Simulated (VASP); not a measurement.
# CO (P2_13) in VASP: single point with r2SCAN

Aim: the single point of CO with r2SCAN.

All numbers are computed with VASP 6.6.1; they aren't measurements. Logs are shortened: lines on timing, memory, paths and dates and some standing lists are left out, and cuts for length are marked.

**1. The cell of the first run**

It takes space group P2_13 (No. 198, cubic). Conventional cell: a = 5.630 Å, b = 5.630 Å, c = 5.630 Å, α = 90.00°, β = 90.00°, γ = 90.00°. C (site symmetry 3) has 1 O at 1.06 Å within 1.4 Å. O (site symmetry 3) has 1 C at 1.06 Å within 1.4 Å.

**2. Single point, r2SCAN**

Contents of POSCAR:

```
CO
1.0
    5.6300000000      0.0000000000      0.0000000000
    0.0000000000      5.6300000000      0.0000000000
    0.0000000000      0.0000000000      5.6300000000
C O
4 4
Direct
    0.9580000000      0.9580000000      0.9580000000
    0.5420000000      0.0420000000      0.4580000000
    0.4580000000      0.5420000000      0.0420000000
    0.0420000000      0.4580000000      0.5420000000
    0.0670000000      0.0670000000      0.0670000000
    0.4330000000      0.9330000000      0.5670000000
    0.5670000000      0.4330000000      0.9330000000
    0.9330000000      0.5670000000      0.4330000000
```

Contents of INCAR.step1:

```
SYSTEM = CO
PREC = Accurate
ENCUT = 520
ISMEAR = -1
SIGMA = 0.1
LREAL = .FALSE.
LASPH = .TRUE.
NELM = 100
NBANDS = 30
GGA = PE
ALGO = Normal
EDIFF = 1E-4
LWAVE = .TRUE.
LCHARG = .FALSE.
```

Contents of INCAR.step2:

```
SYSTEM = CO
PREC = Accurate
ENCUT = 520
EDIFF = 1E-6
ISMEAR = -1
SIGMA = 0.1
LREAL = .FALSE.
LASPH = .TRUE.
NELM = 100
ALGO = Normal
ISIF = 2
LWAVE = .FALSE.
LCHARG = .FALSE.
METAGGA = R2SCAN
LMIXTAU = .TRUE.
NBANDS = 30
ISTART = 1
```

Contents of KPOINTS:

```
regular mesh
0
G
  5 5 5
  0 0 0
```

Potentials or basis: VASP PAW PBE potentials, release 64 (C, O).

Command:

```
$ cat potpaw_PBE.64/C/POTCAR potpaw_PBE.64/O/POTCAR > POTCAR
$ cp INCAR.step1 INCAR
$ mpirun -np 1 vasp_std > vasp.out
$ cp INCAR.step2 INCAR
$ mpirun -np 1 vasp_std > vasp.out
```

OUTCAR:

```text
SYSTEM = CO
   PREC = Accurate
   ENCUT = 520
   EDIFF = 1E-6
   ISMEAR = -1
   LREAL = .FALSE.
   LASPH = .TRUE.
   NELM = 100
   ISIF = 2
   METAGGA = R2SCAN
   ISTART = 1

 ion  position               nearest neighbor table
   1  0.958  0.958  0.958-   5 1.06
   2  0.542  0.042  0.458-   6 1.06
   3  0.458  0.542  0.042-   7 1.06
   4  0.042  0.458  0.542-   8 1.06
   5  0.067  0.067  0.067-   1 1.06
   6  0.433  0.933  0.567-   2 1.06
   7  0.567  0.433  0.933-   3 1.06
   8  0.933  0.567  0.433-   4 1.06

  LATTYP: Found a simple cubic cell.
 ALAT       =     5.6300000000

  Lattice vectors:

 A1 = (   5.6300000000,   0.0000000000,   0.0000000000)
 A2 = (   0.0000000000,   5.6300000000,   0.0000000000)
 A3 = (   0.0000000000,   0.0000000000,   5.6300000000)

Analysis of symmetry for initial positions (statically):
=====================================================================
 Subroutine PRICEL returns:
 Original cell was already a primitive cell.

 Routine SETGRP: Setting up the symmetry group for a
 simple cubic supercell.

 Subroutine GETGRP returns: Found 12 space group operations
 (whereof  3 operations were pure point group operations)
 out of a pool of 48 trial point group operations.

The static configuration has the point symmetry C_3 .
 The point group associated with its full space group is T   .

Analysis of symmetry for dynamics (positions and initial velocities):
=====================================================================
 Subroutine PRICEL returns:
 Original cell was already a primitive cell.

 Routine SETGRP: Setting up the symmetry group for a
 simple cubic supercell.

 Subroutine GETGRP returns: Found 12 space group operations
 (whereof  3 operations were pure point group operations)
 out of a pool of 48 trial point group operations.

The dynamic configuration has the point symmetry C_3 .
 The point group associated with its full space group is T   .

 Subroutine INISYM returns: Found 12 space group operations
 (whereof  3 operations are pure point group operations),
 and found     1 'primitive' translations

----------------------------------------------------------------------------------------

                                     Primitive cell

  volume of cell :     178.4535
[... 88 lines left out ...]
   LREAL  =      F    real-space projection
   EDIFFG = 0.1E-04   stopping-criterion for IOM
   NSW    =      0    number of steps for IOM
   IBRION =     -1    ionic relax: 0-MD 1-quasi-New 2-CG
   NFREE  =      0    steps in history (QN), initial steepest desc. (CG)
   ISIF   =      2    stress and relaxation
   ISYM   =      2    0-nonsym 1-usesym 2-fastsym
   POTIM  = 0.5000    time-step for ionic-motion
   TEBEG  =    0.0;   TEEND  =   0.0 temperature during run
   PSTRESS=    0.0 pullay stress
   NELECT =      40.0000    total number of electrons
   NUPDOWN=      -1.0000    fix difference up-down
   EMIN   =  10.00;   EMAX   =-10.00  energy-range for DOS
   EFERMI =   0.00;   METHOD = LEGACY
   ISMEAR =    -1;   SIGMA  =   0.10  broadening in eV -4-tet -1-fermi 0-gaus
   EFERMI_NEDOS =   21; number of points for ismear=-14 and -15
   IALGO  =     38    algorithm
   IMIX   =      4    mixing-type and parameters
     AMIX     =   0.40;   BMIX     =  1.00
     AMIX_MAG =   1.60;   BMIX_MAG =  1.00
  volume/ion in A,a.u.               =      22.31       150.53
  Fermi-wavevector in a.u.,A,eV,Ry     =   0.994458  1.879253 13.455436  0.988947
  Thomas-Fermi vector in A             =   2.126411
   LORBIT       =      0    0 simple, 1 ext, 2 COOP (PROOUT), +10 PAW based schemes
   METAGGA = R2SCAN    functional components
   LHFCALC =     F    Hartree Fock is set to
   AEXX    =    0.0000 exact exchange contribution
   IVDW    =     0    specifies the selected vdW correction
   LEPSILON=     F    determine dielectric tensor
   LRPA    =     F    only Hartree local field effects (RPA)
 non-spin polarized calculation
  energy-cutoff  :      520.00
  volume of cell :      178.45
 maximum number of plane-waves:      4836
 NGX is ok and might be reduce to    42
   NGX = 21   NGY = 21   NGZ = 21

 number of electron      40.0000033 magnetization

 Free energy of the ion-electron system (eV)
  ---------------------------------------------------
  ext. energy  EPLUGINS =         0.00000000
  ---------------------------------------------------
  free energy    TOTEN  =       -64.58475965 eV

  energy without entropy =      -64.58475965  energy(sigma->0) =      -64.58475965

 E-fermi :  -3.1977     XC(G=0):  -6.6361

 val. band max:       -5.6147665687   @ k =   0.4000   0.0000   0.0000
 cond. band min:       1.5333370978   @ k =   0.2000   0.2000   0.0000
 fundamental gap:      7.1481036665
 Fermi energy:        -3.1977427983

 k-point     1 :       0.0000    0.0000    0.0000
  band No.  band energies     occupation
      1     -28.5401      2.00000
      2     -28.4978      2.00000
      3     -28.4978      2.00000
      4     -28.4978      2.00000
      5     -11.2823      2.00000
      6     -11.2823      2.00000
[... 352 lines left out ...]
     29       6.2043      0.00000
     30       6.2989      0.00000

------------------------ aborting loop because EDIFF is reached ----------------------------------------

  FORCE on cell =-STRESS in cart. coord.  units (eV):
  Direction    XX          YY          ZZ          XY          YZ          ZX
  --------------------------------------------------------------------------------------
  -------------------------------------------------------------------------------------
  Total       15.7705089     15.7705089     15.7705089      0.0000000      0.0000000     -0.0000000
  in kB      141.5895190    141.5895190    141.5895190      0.0000000      0.0000000     -0.0000000
  external PRESSURE =     141.5895190 kB  Pullay stress =       0.0000000 kB

 VOLUME and BASIS-vectors are now :
 -----------------------------------------------------------------------------
  energy-cutoff  :      520.00
  volume of cell :      178.45
      direct lattice vectors                 reciprocal lattice vectors
     5.630000000  0.000000000  0.000000000     0.177619893  0.000000000  0.000000000
     0.000000000  5.630000000  0.000000000     0.000000000  0.177619893  0.000000000
     0.000000000  0.000000000  5.630000000     0.000000000  0.000000000  0.177619893

 POSITION                                       TOTAL-FORCE (eV/Angst)
 -----------------------------------------------------------------------------------
      5.39354      5.39354      5.39354        -6.495424     -6.495424     -6.495424
      3.05146      0.23646      2.57854         6.495424      6.495424     -6.495424
      2.57854      3.05146      0.23646        -6.495424      6.495424      6.495424
      0.23646      2.57854      3.05146         6.495424     -6.495424      6.495424
      0.37721      0.37721      0.37721         6.505119      6.505119      6.505119
      2.43779      5.25279      3.19221        -6.505119     -6.505119      6.505119
      3.19221      2.43779      5.25279         6.505119     -6.505119     -6.505119
      5.25279      3.19221      2.43779        -6.505119      6.505119     -6.505119
 -----------------------------------------------------------------------------------
    total drift:                               -0.000000     -0.000000      0.000000

  FREE ENERGIE OF THE ION-ELECTRON SYSTEM (eV)
  ---------------------------------------------------
  free  energy   TOTEN  =       -64.5847596497 eV

  energy  without entropy=      -64.5847596495  energy(sigma->0) =      -64.58475965
```

OUTCAR.step1:

```text
SYSTEM = CO
   PREC = Accurate
   ENCUT = 520
   ISMEAR = -1
   LREAL = .FALSE.
   LASPH = .TRUE.
   NELM = 100
[... 592 lines left out ...]
      2.43779      5.25279      3.19221        -7.019904     -7.019904      7.019904
      3.19221      2.43779      5.25279         7.019904     -7.019904     -7.019904
      5.25279      3.19221      2.43779        -7.019904      7.019904     -7.019904
 -----------------------------------------------------------------------------------
    total drift:                               -0.000000     -0.000000      0.000000

  FREE ENERGIE OF THE ION-ELECTRON SYSTEM (eV)
  ---------------------------------------------------
  free  energy   TOTEN  =       -57.4599002950 eV

  energy  without entropy=      -57.4599002949  energy(sigma->0) =      -57.45990029
```

OSZICAR.step1:

```text
N       E                     dE             d eps       ncg     rms          rms(c)
DAV:   1     0.248154532450E+03    0.24815E+03   -0.18590E+04   660   0.112E+03
DAV:   2    -0.387050646314E+02   -0.28686E+03   -0.28085E+03   850   0.268E+02
DAV:   3    -0.617788024200E+02   -0.23074E+02   -0.22896E+02   774   0.811E+01
DAV:   4    -0.620671394283E+02   -0.28834E+00   -0.28758E+00   790   0.106E+01
DAV:   5    -0.620699059014E+02   -0.27665E-02   -0.27663E-02   844   0.101E+00    0.162E+01
DAV:   6    -0.582128317188E+02    0.38571E+01   -0.80219E+00   660   0.180E+01    0.834E+00
DAV:   7    -0.575393058270E+02    0.67353E+00   -0.10946E+00   814   0.621E+00    0.392E+00
DAV:   8    -0.574646487149E+02    0.74657E-01   -0.49775E-01   820   0.398E+00    0.123E+00
DAV:   9    -0.574612373811E+02    0.34113E-02   -0.67678E-02   766   0.141E+00    0.274E-01
DAV:  10    -0.574596724237E+02    0.15650E-02   -0.36688E-03   680   0.383E-01    0.101E-01
DAV:  11    -0.574598838800E+02   -0.21146E-03   -0.74202E-04   846   0.148E-01    0.295E-02
DAV:  12    -0.574599002950E+02   -0.16415E-04   -0.26072E-05   402   0.340E-02
   1 F= -.57459900E+02 E0= -.57459900E+02  d E =-.834335E-10
```

Run time: 4.9 min. Hardware: 1 thread of AMD EPYC 7R43 (Zen 3), shared host; peak memory 0.25 GiB.

What came out:

| Item | Value |
| --- | --- |
| Free energy | -64.5848 eV |
| Pressure | 14.2 GPa |
| Largest force | 11.267 eV/Å |
| Band gap on the k mesh | 7.15 eV, indirect (the least direct gap lies 3.7 meV higher) |

Forces on the atoms (eV/Å):
```
C   -6.495 -6.495 -6.495
C    6.495  6.495 -6.495
C   -6.495  6.495  6.495
C    6.495 -6.495  6.495
O    6.505  6.505  6.505
O   -6.505 -6.505  6.505
O    6.505 -6.505 -6.505
O   -6.505  6.505 -6.505
```

Caveat: the PAW data sets were made with another functional, which shifts forces and pressure a little.
